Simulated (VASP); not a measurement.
# LiF (Pm-3m) in VASP: further runs, part 2 of 3

VASP 6.6.1. The steps go on from the part before.

### Step 4. Single point, r2SCAN (7.49 Å³/atom)

This run uses another cell than the first one, of 7.49 Å³/atom.

POSCAR reads:

```
LiF
1.0
    2.4648918183      0.0000000000      0.0000000000
    0.0000000000      2.4648918183      0.0000000000
    0.0000000000      0.0000000000      2.4648918183
Li F
1 1
Direct
    0.0000000000      0.0000000000      0.0000000000
    0.5000000000      0.5000000000      0.5000000000
```

INCAR.step1 reads:

```
SYSTEM = LiF
PREC     = Accurate       ! precision mode
ENCUT    = 520            ! plane-wave cutoff, eV
ISMEAR   = 0              ! smearing method
SIGMA    = 0.01           ! smearing width, eV
LREAL    = .False.        ! projectors in reciprocal space
LASPH    = .True.         ! aspherical terms in the spheres
NELM     = 100            ! most SCF steps
NBANDS   = 12             ! bands
GGA      = PE             ! functional
ALGO     = Normal         ! electronic algorithm
EDIFF    = 1E-4           ! SCF threshold, eV
LWAVE    = .True.         ! write WAVECAR
LCHARG   = .False.        ! write CHGCAR
```

INCAR.step2 reads:

```
SYSTEM = LiF
PREC     = Accurate       ! precision mode
ENCUT    = 520            ! plane-wave cutoff, eV
EDIFF    = 1E-6           ! SCF threshold, eV
ISMEAR   = 0              ! smearing method
SIGMA    = 0.01           ! smearing width, eV
LREAL    = .False.        ! projectors in reciprocal space
LASPH    = .True.         ! aspherical terms in the spheres
NELM     = 100            ! most SCF steps
ALGO     = Normal         ! electronic algorithm
ISIF     = 2              ! what is computed and relaxed
LWAVE    = .False.        ! write WAVECAR
LCHARG   = .False.        ! write CHGCAR
METAGGA  = R2SCAN         ! meta-GGA
LMIXTAU  = .True.       
NBANDS   = 12             ! bands
ISTART   = 1
```

KPOINTS reads:

```
Automatic mesh
0
Gamma
  8 8 8
  0 0 0
```

Potentials or basis: VASP PAW PBE potentials, release 64 (Li_sv, F).

Launch:

```console
cat potpaw_PBE.64/Li_sv/POTCAR potpaw_PBE.64/F/POTCAR > POTCAR
cp INCAR.step1 INCAR
mpirun -np 1 vasp_std > vasp.out
cp INCAR.step2 INCAR
mpirun -np 1 vasp_std > vasp.out
```

OUTCAR:

```text
SYSTEM = LiF
   PREC = Accurate
   ENCUT = 520
   EDIFF = 1E-6
   ISMEAR = 0
   LREAL = .False.
   LASPH = .True.
   NELM = 100
   ISIF = 2
   METAGGA = R2SCAN
   ISTART = 1

 ion  position               nearest neighbor table
   1  0.000  0.000  0.000-   2 2.13   2 2.13   2 2.13   2 2.13   2 2.13   2 2.13   2 2.13   2 2.13

   2  0.500  0.500  0.500-   1 2.13   1 2.13   1 2.13   1 2.13   1 2.13   1 2.13   1 2.13   1 2.13

  LATTYP: Found a simple cubic cell.
 ALAT       =     2.4648918183

  Lattice vectors:

 A1 = (   2.4648918183,   0.0000000000,   0.0000000000)
 A2 = (   0.0000000000,   2.4648918183,   0.0000000000)
 A3 = (   0.0000000000,   0.0000000000,   2.4648918183)

Analysis of symmetry for initial positions (statically):
=====================================================================
 Subroutine PRICEL returns:
 Original cell was already a primitive cell.

 Routine SETGRP: Setting up the symmetry group for a
 simple cubic supercell.

 Subroutine GETGRP returns: Found 48 space group operations
 (whereof 48 operations were pure point group operations)
 out of a pool of 48 trial point group operations.

The static configuration has the point symmetry O_h .

Analysis of symmetry for dynamics (positions and initial velocities):
=====================================================================
 Subroutine PRICEL returns:
 Original cell was already a primitive cell.

 Routine SETGRP: Setting up the symmetry group for a
 simple cubic supercell.

 Subroutine GETGRP returns: Found 48 space group operations
 (whereof 48 operations were pure point group operations)
 out of a pool of 48 trial point group operations.

The dynamic configuration has the point symmetry O_h .

 Subroutine INISYM returns: Found 48 space group operations
 (whereof 48 operations are pure point group operations),
 and found     1 'primitive' translations

----------------------------------------------------------------------------------------

                                     Primitive cell

  volume of cell :      14.9759
[... 119 lines left out ...]
   LRPA    =     F    only Hartree local field effects (RPA)
 non-spin polarized calculation
 Gauss-broadening in eV      SIGMA  =   0.01
  energy-cutoff  :      520.00
  volume of cell :       14.98
 maximum number of plane-waves:       437
   NGX =  9   NGY =  9   NGZ =  9

 number of electron      10.0000011 magnetization

 Free energy of the ion-electron system (eV)
  ---------------------------------------------------
  ext. energy  EPLUGINS =         0.00000000
  ---------------------------------------------------
  free energy    TOTEN  =       -11.26458124 eV

  energy without entropy =      -11.26458124  energy(sigma->0) =      -11.26458124

 E-fermi :   0.6255     XC(G=0): -11.0768

 val. band max:        0.3519374523   @ k =   0.5000   0.5000   0.0000
 cond. band min:      10.1112037338   @ k =   0.0000   0.0000   0.0000
 fundamental gap:      9.7592662814
 Fermi energy:         0.6254632783

 k-point     1 :       0.0000    0.0000    0.0000
  band No.  band energies     occupation
      1     -43.6188      2.00000
      2     -22.0970      2.00000
      3      -0.4589      2.00000
      4      -0.4589      2.00000
      5      -0.4589      2.00000
      6      10.1112      0.00000
      7      20.9472      0.00000
      8      20.9472      0.00000
      9      24.5221      0.00000
     10      24.5221      0.00000
     11      24.5221      0.00000
     12      42.1952      0.00000
[... 331 lines left out ...]
 k-point    24 :       0.5000    0.3750    0.1250
  band No.  band energies     occupation
      1     -43.4970      2.00000
      2     -20.9019      2.00000
      3      -3.4000      2.00000
      4      -2.9004      2.00000
      5      -0.1556      2.00000
      6      15.0637      0.00000
      7      15.6027      0.00000
      8      16.1177      0.00000
      9      23.9735      0.00000
     10      26.9978      0.00000
     11      30.4160      0.00000
     12      32.5221      0.00000

 [... further k-points ...]

------------------------ aborting loop because EDIFF is reached ----------------------------------------

  FORCE on cell =-STRESS in cart. coord.  units (eV):
  Direction    XX          YY          ZZ          XY          YZ          ZX
  --------------------------------------------------------------------------------------
  -------------------------------------------------------------------------------------
  Total        0.4075550      0.4075550      0.4075550      0.0000000      0.0000000     -0.0000000
  in kB       43.6016834     43.6016834     43.6016834      0.0000000      0.0000000     -0.0000000
  external PRESSURE =      43.6016834 kB  Pullay stress =       0.0000000 kB

 VOLUME and BASIS-vectors are now :
 -----------------------------------------------------------------------------
  energy-cutoff  :      520.00
  volume of cell :       14.98
      direct lattice vectors                 reciprocal lattice vectors
     2.464891818  0.000000000  0.000000000     0.405697318  0.000000000  0.000000000
     0.000000000  2.464891818  0.000000000     0.000000000  0.405697318  0.000000000
     0.000000000  0.000000000  2.464891818     0.000000000  0.000000000  0.405697318

 POSITION                                       TOTAL-FORCE (eV/Angst)
 -----------------------------------------------------------------------------------
      0.00000      0.00000      0.00000         0.000000      0.000000      0.000000
      1.23245      1.23245      1.23245         0.000000      0.000000      0.000000
 -----------------------------------------------------------------------------------
    total drift:                                0.000000     -0.000000      0.000000

  FREE ENERGIE OF THE ION-ELECTRON SYSTEM (eV)
  ---------------------------------------------------
  free  energy   TOTEN  =       -11.2645812427 eV

  energy  without entropy=      -11.2645812427  energy(sigma->0) =      -11.26458124
```

OUTCAR.step1:

```text
SYSTEM = LiF
   PREC = Accurate
   ENCUT = 520
   ISMEAR = 0
   LREAL = .False.
   LASPH = .True.
[... 582 lines left out ...]
      0.00000      0.00000      0.00000         0.000000      0.000000      0.000000
      1.23245      1.23245      1.23245         0.000000      0.000000      0.000000
 -----------------------------------------------------------------------------------
    total drift:                                0.000000     -0.000000      0.000000

  FREE ENERGIE OF THE ION-ELECTRON SYSTEM (eV)
  ---------------------------------------------------
  free  energy   TOTEN  =        -8.9987990841 eV

  energy  without entropy=       -8.9987990841  energy(sigma->0) =       -8.99879908
```

OSZICAR.step1:

```text
N       E                     dE             d eps       ncg     rms          rms(c)
DAV:   1     0.296664972096E+02    0.29666E+02   -0.53570E+03   888   0.851E+02
DAV:   2    -0.866319517586E+01   -0.38330E+02   -0.37742E+02  1040   0.193E+02
DAV:   3    -0.953814992820E+01   -0.87495E+00   -0.87332E+00  1080   0.243E+01
DAV:   4    -0.954390250237E+01   -0.57526E-02   -0.57524E-02   924   0.214E+00
DAV:   5    -0.954395723618E+01   -0.54734E-04   -0.54733E-04  1040   0.153E-01    0.448E+00
DAV:   6    -0.901110602329E+01    0.53285E+00   -0.23294E+00   860   0.953E+00    0.132E+00
DAV:   7    -0.900187660758E+01    0.92294E-02   -0.20918E-02  1124   0.124E+00    0.822E-01
DAV:   8    -0.899876741495E+01    0.31092E-02   -0.12633E-02  1068   0.120E+00    0.100E-01
DAV:   9    -0.899879908411E+01   -0.31669E-04   -0.55478E-04   996   0.218E-01
   1 F= -.89987991E+01 E0= -.89987991E+01  d E =-.751367-113
```

Run time: 14 s. Hardware: 1 thread of Intel Xeon Platinum 8559C (Emerald Rapids), shared host; peak memory 0.12 GiB.

Results:

| Quantity | Value |
| --- | --- |
| Free energy | -11.2646 eV |
| Band gap on the k mesh | 9.76 eV (least direct gap 10.57 eV) |

Levels at points of the mesh, in eV from the valence-band top:
```csv
k point,band 2,band 3,band 4,band 5,band 6,band 7,band 8,band 9
"(0.00, 0.00, 0.00)",-22.45,-0.81,-0.81,-0.81,9.76,20.60,20.60,24.17
"(0.50, 0.00, 0.00)",-21.90,-4.21,-0.34,-0.34,10.80,16.79,23.08,23.08
"(0.50, 0.50, 0.00)",-21.23,-3.83,-3.83,0.00,15.43,15.85,15.85,21.85
"(0.50, 0.50, 0.50)",-20.67,-2.69,-2.69,-2.69,12.49,12.49,12.49,27.39
```

Caveat: the cutoff is under 1.25 times the usual one of these potentials, so pressure, stress and relaxed cells hold a basis-set (Pulay) error; the PAW data sets were made with another functional, which shifts forces and pressure a little. A k mesh can miss the band edges.

### Step 5. Single point, r2SCAN (7.73 Å³/atom)

This run uses another cell than the first one, of 7.73 Å³/atom.

POSCAR reads:

```
LiF
1.0
    2.4908399548      0.0000000000      0.0000000000
    0.0000000000      2.4908399548      0.0000000000
    0.0000000000      0.0000000000      2.4908399548
Li F
1 1
Direct
    0.0000000000      0.0000000000      0.0000000000
    0.5000000000      0.5000000000      0.5000000000
```

INCAR.step1 reads:

```
  ALGO = Normal
  EDIFF = 1E-4
  ENCUT = 520
  GGA = PE
  ISMEAR = 0
  LASPH = True
  LCHARG = False
  LREAL = False
  LWAVE = True
  NBANDS = 12
  NELM = 80
  PREC = Accurate
  SIGMA = 0.01
```

INCAR.step2 reads:

```
  ALGO = Normal
  EDIFF = 1E-6
  ENCUT = 520
  ISIF = 2
  ISMEAR = 0
  ISTART = 1
  LASPH = True
  LCHARG = False
  LMIXTAU = True
  LREAL = False
  LWAVE = False
  METAGGA = R2SCAN
  NBANDS = 12
  NELM = 80
  PREC = Accurate
  SIGMA = 0.01
```

KPOINTS reads:

```
k-points
0
Gamma
  8 8 8
```

Launch:

```console
cat potpaw_PBE.64/Li_sv/POTCAR potpaw_PBE.64/F/POTCAR > POTCAR
cp INCAR.step1 INCAR
mpirun -np 1 vasp_std > vasp.out
cp INCAR.step2 INCAR
mpirun -np 1 vasp_std > vasp.out
```

It took 16 s on 1 thread of Intel Xeon Platinum 8559C (Emerald Rapids), shared host; peak memory 0.12 GiB.

Results (log left out):

- Free energy: -11.2716 eV
- Band gap on the k mesh: 9.42 eV (least direct gap 10.19 eV)

Levels at points of the mesh, in eV from the valence-band top:
```
           k point  band 1  band 2  band 3  band 4  band 5  band 6  band 7  band 8  band 9  band 10
(0.00, 0.00, 0.00)  -43.97  -22.30   -0.77   -0.77   -0.77    9.42   20.40   20.40   23.74    23.74
(0.50, 0.00, 0.00)  -43.91  -21.78   -4.05   -0.32   -0.32   10.61   16.36   22.75   22.75    26.24
(0.50, 0.50, 0.00)  -43.86  -21.15   -3.66   -3.66    0.00   15.19   15.57   15.57   21.48    27.25
(0.50, 0.50, 0.50)  -43.82  -20.63   -2.58   -2.58   -2.58   12.41   12.41   12.41   26.87    26.87
```

Caveat: the cutoff is under 1.25 times the usual one of these potentials, so pressure, stress and relaxed cells hold a basis-set (Pulay) error; the PAW data sets were made with another functional, which shifts forces and pressure a little. A k mesh can miss the band edges.

(Part 2 of 3 ends here.)
